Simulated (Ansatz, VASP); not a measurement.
## MgO in VASP and in Ansatz

```
Mg O
1.0
     0.00000    2.09700    2.09700
     2.09700    0.00000    2.09700
     2.09700    2.09700    0.00000
Mg O
1 1
Direct
  0.00000 0.00000 0.00000
  0.50000 0.50000 0.50000
```

Alike in both runs: task relaxation of cell and atoms; functional revPBE; dispersion D3(BJ); k mesh 11 × 11 × 11; occupations fermi-dirac, width 0.05 eV; no spin polarisation.

|  | VASP | Ansatz |
| --- | --- | --- |
| version | VASP 6.6.1 | Ansatz 0.2.0 |
| potentials or method | VASP PAW PBE potentials, release 64 (Mg, O), cutoff 600 eV | all-electron LAPW, scalar-relativistic |

```tsv
	VASP	Ansatz	Ansatz less VASP
relaxed volume (Å³/atom)	9.16	9.24	+0.084
relaxed cell length with the largest relative difference (Å)	2.959	2.968	+0.0090
```

VASP's potentials were made for PBE, not for revPBE. Ansatz ran all-electron here, and VASP with PAW potentials.
